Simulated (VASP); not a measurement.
## Si3Sn: single point with LDA

Crystal: Si3Sn.

```
Si Sn
1.0
     4.12706    0.00000    0.00000
     0.00000    4.12706    0.00000
     0.00000    0.00000    4.12706
Si Sn
3 1
Direct
  0.00000 0.50000 0.50000
  0.50000 0.00000 0.50000
  0.50000 0.50000 0.00000
  0.00000 0.00000 0.00000
```

| Property | Result |
| --- | --- |
| Program | VASP 6.6.1 |
| Task | single point |
| Functional | LDA |
| Potentials or basis | VASP PAW LDA potentials, release 64 (Si, Sn_d) |
| Cutoff | 520 eV |
| k mesh | 10 × 10 × 10 |
| Occupations | fermi-dirac, width 0.15 eV |
| Spin | no spin polarisation |
| Dipole correction | no |
| Further INCAR settings | ALGO = Normal; EDIFF = 1e-07; NBANDS = 21 |

The pressure is 0.0 GPa and the band gap on the k mesh is zero (band 13 reaches 11.45 eV, above the bottom of band 14 at 8.42 eV).

Levels at points of the mesh, in eV from the Fermi level:
| k point | band 10 | band 11 | band 12 | band 13 | band 14 | band 15 | band 16 | band 17 |
| --- | --- | --- | --- | --- | --- | --- | --- | --- |
| (0.00, 0.00, 0.00) | -4.68 | -4.68 | -4.22 | 2.09 | 2.09 | 2.09 | 3.21 | 3.21 |
| (0.50, 0.00, 0.00) | -2.62 | -2.62 | -2.48 | -2.48 | -0.95 | -0.89 | 4.42 | 4.42 |
| (0.50, 0.50, 0.00) | -0.66 | -0.45 | -0.45 | -0.43 | -0.43 | -0.40 | -0.11 | 0.35 |
| (0.50, 0.50, 0.50) | -6.18 | -6.18 | -6.18 | -5.88 | 6.30 | 6.30 | 6.30 | 6.73 |

It took 60 s on 1 thread of AMD EPYC 7R43 64-Core Processor (Zen 3) (shared host), peak memory 0.16 GiB.

Caveat: spin-orbit coupling is left out, which moves the levels of the heavy elements.
